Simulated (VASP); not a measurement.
Wanted: the native input for a VASP 6.6.1 run.

```
Task                   : single point
Functional             : r2SCAN
Potentials or basis    : VASP PAW PBE potentials, release 64 (V_sv)
Cutoff                 : 520 eV
k mesh                 : 8 × 8 × 8
Occupations            : gaussian, width 0.1 eV
Spin                   : collinear spin, ferromagnetic start
Starting moments       : [2.0] μB
Dipole correction      : no
Further INCAR settings : ALGO = Normal; EDIFF = 1e-06; NBANDS = 16
```

V:

```
V
1.0
    -1.57489    1.57489    1.57489
     1.57489   -1.57489    1.57489
     1.57489    1.57489   -1.57489
V
1
Direct
  0.00000 0.00000 0.00000
```

These files were run (other wordings do the same):

POSCAR

```
V
1.0
   -1.5748944904      1.5748944904      1.5748944904
    1.5748944904     -1.5748944904      1.5748944904
    1.5748944904      1.5748944904     -1.5748944904
V
1
Direct
    0.0000000000      0.0000000000      0.0000000000
```

INCAR.step1

```
SYSTEM = V
PREC = Accurate ; ENCUT = 520
ISMEAR = 0 ; SIGMA = 0.1
LREAL = .FALSE. ; LASPH = .TRUE.
NELM = 150 ; ISPIN = 2
MAGMOM = 2 ; LMAXMIX = 4
NBANDS = 16 ; GGA = PE
ALGO = Normal ; EDIFF = 1E-4
LWAVE = .TRUE. ; LCHARG = .FALSE.
```

INCAR.step2

```
SYSTEM = V
PREC = Accurate ; ENCUT = 520
EDIFF = 1E-6 ; ISMEAR = 0
SIGMA = 0.1 ; LREAL = .FALSE.
LASPH = .TRUE. ; NELM = 150
ALGO = Normal ; ISIF = 2
LWAVE = .FALSE. ; LCHARG = .FALSE.
ISPIN = 2 ; MAGMOM = 2
LORBIT = 11 ; LMAXMIX = 4
METAGGA = R2SCAN ; LMIXTAU = .TRUE.
NBANDS = 16 ; ISTART = 1
```

KPOINTS

```
Automatic mesh
0
G
  8 8 8
  0 0 0
```

Potentials or basis: VASP PAW PBE potentials, release 64 (V_sv).

Run with:

```sh
$ cat potpaw_PBE.64/V_sv/POTCAR > POTCAR
$ cp INCAR.step1 INCAR
$ mpirun -np 1 vasp_std > vasp.out
$ cp INCAR.step2 INCAR
$ mpirun -np 1 vasp_std > vasp.out
```

Results of the run:

```
Pressure                                              : -21.0 GPa
Net moment                                            : 0.65 μB per cell
Site moments                                          : V +0.53 μB
Valence electrons inside the program's atomic spheres : V 11.39
```

Caveat: the PAW data sets were made with another functional, which shifts forces and pressure a little.

Wall time 61 s on 1 thread of Intel(R) Xeon(R) Platinum 8559C (Emerald Rapids) (shared host), peak memory 0.13 GiB.
